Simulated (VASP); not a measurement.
Wanted: the native input for a VASP 6.6.1 run.

```
Task                   : single point
Functional             : PBE
Potentials or basis    : VASP PAW PBE potentials, release 64 (Ta_pv)
Cutoff                 : 520 eV
k mesh                 : 22 × 22 × 22
Occupations            : gaussian, width 0.05 eV
Spin                   : no spin polarisation
Dipole correction      : no
Further INCAR settings : ALGO = Normal; EDIFF = 1e-06; NBANDS = 12
```

The structure of Ta lies in POSCAR:

```
Ta
1.0
   -1.6230115422      1.6230115422      1.6230115422
    1.6230115422     -1.6230115422      1.6230115422
    1.6230115422      1.6230115422     -1.6230115422
Ta
1
Direct
    0.0000000000      0.0000000000      0.0000000000
```

This cell differs from its parent crystal: volume scaled by 0.95.

One way to write it, as run:

INCAR

```
SYSTEM = Ta
PREC     = Accurate       ! precision mode
ENCUT    = 520            ! plane-wave cutoff, eV
EDIFF    = 1E-6           ! SCF threshold, eV
ISMEAR   = 0              ! smearing method
SIGMA    = 0.05           ! smearing width, eV
LREAL    = .FALSE.        ! projectors in reciprocal space
LASPH    = .TRUE.         ! aspherical terms in the spheres
NELM     = 80             ! most SCF steps
ALGO     = Normal         ! electronic algorithm
ISIF     = 2              ! what is computed and relaxed
LWAVE    = .FALSE.        ! write WAVECAR
LCHARG   = .FALSE.        ! write CHGCAR
GGA      = PE             ! functional
NBANDS   = 12             ! bands
```

KPOINTS

```
regular mesh
0
G
  22 22 22
  0 0 0
```

Potentials or basis: VASP PAW PBE potentials, release 64 (Ta_pv).

Launch:

```console
$ cat potpaw_PBE.64/Ta_pv/POTCAR > POTCAR
$ mpirun -np 1 vasp_std > vasp.out
```

Results of the run:

* Pressure: 14.9 GPa

Run time: 24 s on 1 thread of Intel(R) Xeon(R) Platinum 8488C (Sapphire Rapids) (shared host), peak memory 0.19 GiB.
